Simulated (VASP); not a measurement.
A run of VASP 6.6.1 is set up as follows.

The input INCAR:

```
SYSTEM = InAs
ALGO     = Normal         ! electronic algorithm
EDIFF    = 1E-6           ! SCF threshold, eV
ENCUT    = 500            ! plane-wave cutoff, eV
GGA      = CA             ! functional
GGA_COMPAT= .FALSE.      
ISIF     = 2              ! what is computed and relaxed
ISMEAR   = 0              ! smearing method
LASPH    = .TRUE.         ! aspherical terms in the spheres
LCHARG   = .TRUE.         ! write CHGCAR
LELF     = .TRUE.         ! ELF
LREAL    = .FALSE.        ! projectors in reciprocal space
LVHAR    = .TRUE.       
LWAVE    = .FALSE.        ! write WAVECAR
NBANDS   = 16             ! bands
NELM     = 120            ! most SCF steps
PREC     = Accurate       ! precision mode
SIGMA    = 0.15           ! smearing width, eV
```

The input KPOINTS:

```
k-points
0
G
  14 14 14
  0 0 0
```

POSCAR

```
InAs
1.0
    0.0000000000      2.8010896874      2.8010896874
    2.8010896874      0.0000000000      2.8010896874
    2.8010896874      2.8010896874      0.0000000000
In As
1 1
Direct
    0.4664546356      0.5335453644      0.5335453644
    0.0514085645     -0.0514085645     -0.0514085645
```

Potentials or basis: VASP PAW LDA potentials, release 64 (In_d, As).

Launch:

```bash
$ cat potpaw_LDA.64/In_d/POTCAR potpaw_LDA.64/As/POTCAR > POTCAR
$ mpirun -np 1 vasp_std > vasp.out
```

Problem. What does it give for the band gap on the k mesh?

Solution. Zero (band 9 reaches 7.13 eV, above the bottom of band 10 at 4.62 eV).

Problem. Estimate the largest force.

Solution. 3.243 eV/Å.

Problem. Predict the pressure.

Solution. 7.8 GPa.

Stress tensor (GPa, compression positive):
```
28.30  0.00  0.00
 0.00 -2.52  0.00
 0.00  0.00 -2.52
```

Caveat: the cell differs from its parent crystal (mode 4 frozen in at -0.288 Å and mode 5 at +0.000 Å (largest displacements)); spin-orbit coupling is left out, which moves the levels of the heavy elements; forces of over 1 eV/Å act on the atoms, so gaps and moduli don't describe the material at rest.
